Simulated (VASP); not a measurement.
# BN (P6_3/mmc) in VASP: notebook

Runs on BN. Level: PBEsol. Tasks: single point, relaxation of cell and atoms.

Program: VASP 6.6.1. These are calculated values, not measurements. Logs are shortened: lines on timing, memory, paths and dates and some standing lists are left out, and cuts for length are marked.

**1. The cell of the first run**

It takes space group P6_3/mmc (No. 194, hexagonal). Conventional cell: a = 2.504 Å, b = 2.504 Å, c = 7.016 Å, α = 90.00°, β = 90.00°, γ = 120.00°. Within 1.9 Å of B (site symmetry -6m2) lie 3 N at 1.45 Å. Within 1.9 Å of N (site symmetry -6m2) lie 3 B at 1.45 Å.

**2. Single point, PBEsol**

The input, INCAR:

```
SYSTEM = BN
PREC = Accurate
ENCUT = 520
EDIFF = 1E-6
ISMEAR = -1
SIGMA = 0.1
LREAL = .FALSE.
LASPH = .TRUE.
NELM = 60
ALGO = Normal
ISIF = 2
LWAVE = .FALSE.
LCHARG = .FALSE.
GGA = PS
NBANDS = 16
```

The input, KPOINTS:

```
regular mesh
0
G
  16 16 6
  0 0 0
```

The input, POSCAR:

```
BN
1.0
    2.5043523426      0.0000000000      0.0000000000
   -1.2521761713      2.1688327487      0.0000000000
    0.0000000000      0.0000000000      7.0158653083
B N
2 2
Direct
    0.3333333333      0.6666666667      0.2500000000
    0.6666666667      0.3333333333      0.7500000000
    0.3333333333      0.6666666667      0.7500000000
    0.6666666667      0.3333333333      0.2500000000
```

Potentials or basis: VASP PAW PBE potentials, release 64 (B, N).

Launch:

```bash
$ cat potpaw_PBE.64/B/POTCAR potpaw_PBE.64/N/POTCAR > POTCAR
$ mpirun -np 1 vasp_std > vasp.out
```

OUTCAR:

```text
SYSTEM = BN
   PREC = Accurate
   ENCUT = 520
   EDIFF = 1E-6
   ISMEAR = -1
   LREAL = .FALSE.
   LASPH = .TRUE.
   NELM = 60
   ISIF = 2
   GGA = PS

 ion  position               nearest neighbor table
   1  0.333  0.667  0.250-   4 1.45   4 1.45   4 1.45
   2  0.667  0.333  0.750-   3 1.45   3 1.45   3 1.45
   3  0.333  0.667  0.750-   2 1.45   2 1.45   2 1.45
   4  0.667  0.333  0.250-   1 1.45   1 1.45   1 1.45

  LATTYP: Found a hexagonal cell.
 ALAT       =     2.5043523426
 C/A-ratio  =     2.8014689423

  Lattice vectors:

 A1 = (   2.5043523426,   0.0000000000,   0.0000000000)
 A2 = (  -1.2521761713,   2.1688327487,   0.0000000000)
 A3 = (   0.0000000000,   0.0000000000,   7.0158653083)

Analysis of symmetry for initial positions (statically):
=====================================================================
 Subroutine PRICEL returns:
 Original cell was already a primitive cell.

 Routine SETGRP: Setting up the symmetry group for a
 hexagonal supercell.

 Subroutine GETGRP returns: Found 24 space group operations
 (whereof 12 operations were pure point group operations)
 out of a pool of 24 trial point group operations.

The static configuration has the point symmetry D_3d.
 The point group associated with its full space group is D_6h.

Analysis of symmetry for dynamics (positions and initial velocities):
=====================================================================
 Subroutine PRICEL returns:
 Original cell was already a primitive cell.

 Routine SETGRP: Setting up the symmetry group for a
 hexagonal supercell.

 Subroutine GETGRP returns: Found 24 space group operations
 (whereof 12 operations were pure point group operations)
 out of a pool of 24 trial point group operations.

The dynamic configuration has the point symmetry D_3d.
 The point group associated with its full space group is D_6h.

 Subroutine INISYM returns: Found 24 space group operations
 (whereof 12 operations are pure point group operations),
 and found     1 'primitive' translations

----------------------------------------------------------------------------------------

                                     Primitive cell

  volume of cell :      38.1068

  direct lattice vectors                    reciprocal lattice vectors
     2.504352343  0.000000000  0.000000000     0.399304835  0.230538754  0.000000000
    -1.252176171  2.168832749  0.000000000     0.000000000  0.461077508  0.000000000
     0.000000000  0.000000000  7.015865308     0.000000000  0.000000000  0.142534093

  length of vectors
     2.504352343  2.504352343  7.015865308     0.461077508  0.461077508  0.142534093

  position of ions in fractional coordinates (direct lattice)
     0.333333333  0.666666667  0.250000000
     0.666666667  0.333333333  0.750000000
     0.333333333  0.666666667  0.750000000
     0.666666667  0.333333333  0.250000000

  ion indices of the primitive-cell ions
   primitive index   ion index
                 1           1
                 2           2
                 3           3
                 4           4

----------------------------------------------------------------------------------------

 KPOINTS: regular mesh

Automatic generation of k-mesh.
 Grid dimensions read from file:
 generate k-points for:   16   16    6

 Generating k-lattice:

  Cartesian coordinates                     Fractional coordinates (reciprocal lattice)
     0.024956552  0.014408672  0.000000000     0.062500000  0.000000000  0.000000000
     0.000000000  0.028817344  0.000000000     0.000000000  0.062500000  0.000000000
     0.000000000  0.000000000  0.023755682     0.000000000  0.000000000  0.166666667

  Length of vectors
     0.028817344  0.028817344  0.023755682

  Shift w.r.t. Gamma in fractional coordinates (k-lattice)
     0.000000000  0.000000000  0.000000000

 Subroutine IBZKPT returns following result:
 ===========================================

 Found    120 irreducible k-points:

 Following reciprocal coordinates:
            Coordinates               Weight
  0.000000  0.000000  0.000000      1.000000
  0.062500  0.000000  0.000000      6.000000
  0.125000  0.000000  0.000000      6.000000
  0.187500  0.000000  0.000000      6.000000
  0.250000  0.000000  0.000000      6.000000
  0.312500 -0.000000  0.000000      6.000000
[... 16 lines left out ...]
  0.187500  0.187500  0.000000      6.000000
  0.250000  0.187500  0.000000     12.000000
 [... further k-points ...]
   k-points           NKPTS =    120   k-points in BZ     NKDIM =    120   number of bands    NBANDS=     16
   number of dos      NEDOS =    301   number of ions     NIONS =      4
   total plane-waves  NPLWV =  21600
   dimension x,y,z NGX =    20 NGY =   20 NGZ =   54
   dimension x,y,z NGXF=    40 NGYF=   40 NGZF=  108
   ions per type =               2   2
   NGX,Y,Z   is equivalent  to a cutoff of  13.28, 13.28, 12.80 a.u.
   NGXF,Y,Z  is equivalent  to a cutoff of  26.55, 26.55, 25.59 a.u.
 SYSTEM =  BN
   PREC   = accura    normal or accurate (medium, high low for compatibility)
   ISTART =      0    job   : 0-new  1-cont  2-samecut
   ICHARG =      2    charge: 1-file 2-atom 10-const
   ISPIN  =      1    spin polarized calculation?
   LNONCOLLINEAR =      F non collinear calculations
   LSORBIT =      F    spin-orbit coupling
   LASPH  =      T    aspherical Exc in radial PAW
   ENCUT  =  520.0 eV  38.22 Ry    6.18 a.u.   4.66  4.66 13.04*2*pi/ulx,y,z
   NELM   =     60;   NELMIN=  2; NELMDL= -5     # of ELM steps
   EDIFF  = 0.1E-05   stopping-criterion for ELM
   LREAL  =      F    real-space projection
   EDIFFG = 0.1E-04   stopping-criterion for IOM
   NSW    =      0    number of steps for IOM
   IBRION =     -1    ionic relax: 0-MD 1-quasi-New 2-CG
   NFREE  =      0    steps in history (QN), initial steepest desc. (CG)
   ISIF   =      2    stress and relaxation
   ISYM   =      2    0-nonsym 1-usesym 2-fastsym
   POTIM  = 0.5000    time-step for ionic-motion
   TEBEG  =    0.0;   TEEND  =   0.0 temperature during run
   PSTRESS=    0.0 pullay stress
   NELECT =      16.0000    total number of electrons
   NUPDOWN=      -1.0000    fix difference up-down
   EMIN   =  10.00;   EMAX   =-10.00  energy-range for DOS
   EFERMI =   0.00;   METHOD = LEGACY
   ISMEAR =    -1;   SIGMA  =   0.10  broadening in eV -4-tet -1-fermi 0-gaus
   EFERMI_NEDOS =   21; number of points for ismear=-14 and -15
   IALGO  =     38    algorithm
   IMIX   =      4    mixing-type and parameters
     AMIX     =   0.40;   BMIX     =  1.00
     AMIX_MAG =   1.60;   BMIX_MAG =  1.00
  volume/ion in A,a.u.               =       9.53        64.29
  Fermi-wavevector in a.u.,A,eV,Ry     =   1.225878  2.316573 20.446520  1.502777
  Thomas-Fermi vector in A             =   2.360900
   LORBIT       =      0    0 simple, 1 ext, 2 COOP (PROOUT), +10 PAW based schemes
   GGA     = PS    functional components
   LHFCALC =     F    Hartree Fock is set to
   AEXX    =    0.0000 exact exchange contribution
   IVDW    =     0    specifies the selected vdW correction
   LEPSILON=     F    determine dielectric tensor
   LRPA    =     F    only Hartree local field effects (RPA)
 non-spin polarized calculation
  energy-cutoff  :      520.00
  volume of cell :       38.11
 maximum number of plane-waves:      1058
 NGX is ok and might be reduce to    20
   NGX =  9   NGY =  9   NGZ = 27

 number of electron      15.9999998 magnetization

 Free energy of the ion-electron system (eV)
  ---------------------------------------------------
  ext. energy  EPLUGINS =         0.00000000
  ---------------------------------------------------
  free energy    TOTEN  =       -36.57082509 eV

  energy without entropy =      -36.57082509  energy(sigma->0) =      -36.57082509

 E-fermi :   3.9254     XC(G=0):  -9.9297

 val. band max:        1.7882914141   @ k =   0.3125   0.3125   0.0000
 cond. band min:       6.0186360741   @ k =   0.5000   0.0000   0.0000
 fundamental gap:      4.2303446600
 Fermi energy:         3.9253536329

 k-point     1 :       0.0000    0.0000    0.0000
  band No.  band energies     occupation
      1     -15.9495      2.00000
      2     -15.7522      2.00000
      3      -4.3024      2.00000
      4      -2.6466      2.00000
      5       0.4529      2.00000
      6       0.4529      2.00000
[... 8 lines left out ...]
     15      13.6208      0.00000
     16      14.6779      0.00000

 k-point     2 :       0.0625    0.0000    0.0000
  band No.  band energies     occupation
      1     -15.8730      2.00000
      2     -15.6776      2.00000
      3      -4.1973      2.00000
      4      -2.5503      2.00000
      5       0.1322      2.00000
      6       0.1490      2.00000
[... 8 lines left out ...]
     15      13.9358      0.00000
     16      14.4042      0.00000

 k-point     3 :       0.1250    0.0000    0.0000
  band No.  band energies     occupation
      1     -15.6456      2.00000
      2     -15.4558      2.00000
      3      -3.8841      2.00000
      4      -2.2643      2.00000
      5      -0.7374      2.00000
      6      -0.7228      2.00000
[... 8 lines left out ...]
     15      14.6431      0.00000
     16      14.6537      0.00000

 k-point     4 :       0.1875    0.0000    0.0000
  band No.  band energies     occupation
      1     -15.2746      2.00000
      2     -15.0942      2.00000
      3      -3.3698      2.00000
      4      -1.9544      2.00000
      5      -1.9332      2.00000
      6      -1.7983      2.00000
[... 8 lines left out ...]
     15      16.0121      0.00000
     16      16.0885      0.00000
[... 324 lines left out ...]
 k-point    22 :       0.4375    0.1250    0.0000
  band No.  band energies     occupation
      1     -12.6123      2.00000
      2     -12.5706      2.00000
      3      -6.9734      2.00000
      4      -6.9256      2.00000
      5      -3.1995      2.00000
      6      -3.1553      2.00000
[... 8 lines left out ...]
     15      15.5645      0.00000
     16      19.1477      0.00000

 k-point    23 :       0.1875    0.1875    0.0000
  band No.  band energies     occupation
      1     -14.0402      2.00000
      2     -13.8961      2.00000
      3      -4.3653      2.00000
      4      -4.3625      2.00000
      5      -2.6630      2.00000
      6      -2.6274      2.00000
[... 8 lines left out ...]
     15      15.3732      0.00000
     16      16.9358      0.00000

 k-point    24 :       0.2500    0.1875    0.0000
  band No.  band energies     occupation
      1     -13.4516      2.00000
      2     -13.3308      2.00000
      3      -5.3035      2.00000
      4      -5.2777      2.00000
      5      -3.3250      2.00000
      6      -3.2867      2.00000
[... 8 lines left out ...]
     15      15.9200      0.00000
     16      17.7788      0.00000

 [... further k-points ...]
[... 5 lines left out ...]
  --------------------------------------------------------------------------------------
  -------------------------------------------------------------------------------------
  Total        0.1161314      0.1161314     -0.0236022      0.0000000      0.0000000      0.0000000
  in kB        4.8826724      4.8826724     -0.9923390      0.0000000      0.0000000      0.0000000
  external PRESSURE =       2.9243353 kB  Pullay stress =       0.0000000 kB

 VOLUME and BASIS-vectors are now :
 -----------------------------------------------------------------------------
  energy-cutoff  :      520.00
  volume of cell :       38.11
      direct lattice vectors                 reciprocal lattice vectors
     2.504352343  0.000000000  0.000000000     0.399304835  0.230538754  0.000000000
    -1.252176171  2.168832749  0.000000000     0.000000000  0.461077508  0.000000000
     0.000000000  0.000000000  7.015865308     0.000000000  0.000000000  0.142534093

 POSITION                                       TOTAL-FORCE (eV/Angst)
 -----------------------------------------------------------------------------------
     -0.00000      1.44589      1.75397         0.000000      0.000000      0.000000
      1.25218      0.72294      5.26190        -0.000000      0.000000      0.000000
     -0.00000      1.44589      5.26190         0.000000     -0.000000      0.000000
      1.25218      0.72294      1.75397        -0.000000      0.000000      0.000000
 -----------------------------------------------------------------------------------
    total drift:                               -0.000000      0.000000      0.000000

  FREE ENERGIE OF THE ION-ELECTRON SYSTEM (eV)
  ---------------------------------------------------
  free  energy   TOTEN  =       -36.5708250872 eV

  energy  without entropy=      -36.5708250871  energy(sigma->0) =      -36.57082509
```

It took 97 s on 1 thread of AMD EPYC 7R43 (Zen 3), shared host; peak memory 0.15 GiB.

What came out:

| Property | Result |
| --- | --- |
| Free energy | -36.5708 eV |
| Pressure | 0.3 GPa |
| Band gap on the k mesh | 4.23 eV, indirect (least direct gap 4.64 eV) |

Caveat: the PAW data sets were made with another functional, which shifts forces and pressure a little; this functional lacks dispersion, which binds the layers, so the pressure and a relaxed spacing across them are unreliable. A hybrid or GW would open this gap; PBEsol tends to underestimate it.

**3. Relaxation of cell and atoms, PBEsol**

This run uses another cell than the first one, of 8.97 Å³/atom, 0.941 times its volume.

The input, INCAR:

```
ALGO = Normal ; EDIFF = 1E-6
EDIFFG = -0.002 ; ENCUT = 600
GGA = PS ; IBRION = 2
ISIF = 3 ; ISMEAR = -1
LASPH = True ; LCHARG = False
LREAL = False ; LWAVE = False
NELM = 100 ; NSW = 100
PREC = Accurate ; SIGMA = 0.1
```

The input, KPOINTS:

```
k-points
0
Gamma
  16 16 6
```

The input, POSCAR:

```
BN
1.0
    2.4982400000      0.0000000000      0.0000000000
   -1.2491200000      2.1635393048      0.0000000000
    0.0000000000      0.0000000000      6.6357000000
B N
2 2
Direct
    0.3333333333      0.6666666667      0.2500000000
    0.6666666667      0.3333333333      0.7500000000
    0.3333333333      0.6666666667      0.7500000000
    0.6666666667      0.3333333333      0.2500000000
```

Potentials or basis: VASP PAW PBE potentials, release 64 (B, N).

Launch:

```bash
$ cat potpaw_PBE.64/B/POTCAR potpaw_PBE.64/N/POTCAR > POTCAR
$ mpirun -np 1 vasp_std > vasp.out
```

Wall time 4.3 min (1 thread of AMD EPYC 7R43 (Zen 3), shared host); peak memory 0.16 GiB.

It converged, with:

```yaml
Free_energy: -36.5745 eV
Relaxed_volume: 9.38 Å³/atom
Relaxed_cell: a = 2.505 Å, b = 2.505 Å, c = 6.907 Å, α = 90.00°, β = 90.00°, γ = 120.00°
Space_group_after_relaxing_to_0.05_Å: P6_3/mmc (No. 194)
Energy_gained_by_relaxing: 1.2 meV/atom
Ionic_steps: 11
Pressure_after_relaxing: 0.0 GPa
Band_gap_on_the_k_mesh: 4.20 eV, indirect (least direct gap 4.63 eV)
```

The path:
```
step  energy change (eV)  largest force (eV/Å)  pressure (GPa)  volume (Å³)
   1              0.0000                0.0000            2.29        35.87
   2              0.0050                0.0000           -3.64        36.53
   3             -0.0020                0.0000            0.17        36.10
   4             -0.0023                0.0000            0.14        36.15
   5             -0.0029                0.0000            0.13        36.32
   6             -0.0038                0.0000            0.11        36.66
   7             -0.0046                0.0000            0.09        37.34
   8             -0.0047                0.0000            0.07        37.56
   9             -0.0047                0.0000            0.08        37.53
  10             -0.0041                0.0000           -1.03        37.68
  11             -0.0047                0.0000            0.01        37.54
```

Final structure:
```
B N
1.0
     2.50518    0.00000    0.00000
    -1.25259    2.16955    0.00000
     0.00000    0.00000    6.90677
B N
2 2
Direct
  0.33333 0.66667 0.25000
  0.66667 0.33333 0.75000
  0.33333 0.66667 0.75000
  0.66667 0.33333 0.25000
```

Levels at points of the mesh, in eV from the valence-band top:
```
           k point  band 5  band 6  band 7  band 8  band 9  band 10  band 11  band 12
(0.00, 0.00, 0.00)   -1.34   -1.34   -1.31   -1.31    4.81     9.67    11.48    11.48
(0.50, 0.00, 0.00)   -4.16   -4.11   -1.38   -0.55    4.20     5.39     9.38     9.87
(0.00, 0.00, 0.50)   -1.33   -1.33   -1.33   -1.33    6.99     6.99    11.52    11.52
(0.50, 0.00, 0.50)   -4.14   -4.14   -0.96   -0.96    4.63     4.63     9.78     9.78
```

Caveat: the PAW data sets were made with another functional, which shifts forces and pressure a little; this functional lacks dispersion, which binds the layers, so the pressure and a relaxed spacing across them are unreliable. Zero-point motion and thermal expansion aren't in these numbers.
